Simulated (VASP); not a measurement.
**Te2Mo: single point with LDA**

The system is Te2Mo, a sheet with vacuum.

```
Te Mo
1.0
     3.52000    0.00000    0.00000
    -1.76000    3.04841    0.00000
     0.00000    0.00000   31.04000
Te Mo
2 1
Direct
  0.66667 0.33333 0.28992
  0.66667 0.33333 0.40660
  0.33333 0.66667 0.34826
```

| Quantity | Value |
| --- | --- |
| Program | VASP 6.6.1 |
| Task | single point |
| Functional | LDA |
| Potentials or basis | VASP PAW LDA potentials, release 64 (Te, Mo_sv) |
| Cutoff | 400 eV |
| k mesh | 12 × 12 × 1 |
| Occupations | gaussian, width 0.01 eV |
| Spin | no spin polarisation |

| Property | Result |
| --- | --- |
| Largest force | 0.451 eV/Å |
| Band gap on the k mesh | 1.14 eV |

Forces on the atoms (eV/Å):
```
Te   0.000  0.000  0.451
Te   0.000  0.000 -0.451
Mo   0.000  0.000  0.000
```

Levels at points of the mesh, in eV from the valence-band top:
```
           k point  band 9  band 10  band 11  band 12  band 13  band 14  band 15  band 16  band 17  band 18
(0.00, 0.00, 0.00)   -1.62    -1.62    -0.83    -0.83    -0.51     3.16     3.16     3.44     3.44     4.35
(0.50, 0.00, 0.00)   -3.29    -2.27    -1.64    -0.73    -0.23     1.47     1.78     3.29     3.72     3.95
```

Wall time 5.2 min on 1 thread of Intel Xeon 8259CL (shared host), peak memory 0.3 GiB.

Caveat: spin-orbit coupling is left out, which moves the levels of the heavy elements.
